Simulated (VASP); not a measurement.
Runs of VASP 6.6.1 on Bi. The structure is that of space group Pm-3m (No. 221), or close to it. The cells are those of the table. This isn't the form of Bi at room conditions, which is rhombohedral.

```tsv
task	spin	cell	k mesh	cutoff (eV)	gap on the mesh (eV)	pressure (GPa)
single point	off	a = 3.252 Å, 1 atom	10 × 10 × 10	520	none	0.0
relaxation of cell and atoms	off	relaxed from a = 3.252 Å, 1 atom	10 × 10 × 10	600	none	0.0
single point	off	a = 3.252 Å, 1 atom	11 × 11 × 11	520	none	0.2
single point	off	a = 3.337 Å, 1 atom	11 × 11 × 11	520	none	-3.2
single point	off	a = 3.295 Å, 1 atom	11 × 11 × 11	520	none	(b)
single point	non-collinear, zero start, SOC	a = 3.252 Å, 1 atom	10 × 10 × 10	520	-	0.9
single point	off	a = 3.377 Å, 1 atom	11 × 11 × 11	520	none	-4.3
single point	off	a = 3.252 Å, 1 atom	16 × 16 × 16	520	none	0.0
single point	off	a = 3.117 Å, 1 atom	11 × 11 × 11	520	none	(a)
single point	off	a = 3.163 Å, 1 atom	11 × 11 × 11	520	none	5.4
single point	off	a = 3.208 Å, 1 atom	11 × 11 × 11	520	none	2.5
```

Alike in all rows: level r2SCAN; potentials or basis VASP PAW PBE potentials, release 64 (Bi_d); smearing fermi-dirac 0.1 eV.

**Question.** Fill in the values left out.

**Answer.** (a) 9.1; (b) -1.7.

Caveats: the PAW data sets were made with another functional, which shifts forces and pressure a little; spin-orbit coupling is left out, which moves the levels of the heavy elements (at least some runs); the cell stands under tension (at least some runs); the cell stands under pressure (at least some runs).

A k mesh can miss the band edges, and rows without SOC leave out spin-orbit coupling on Bi.

A gap of «none» marks levels without a gap at the run's occupations.
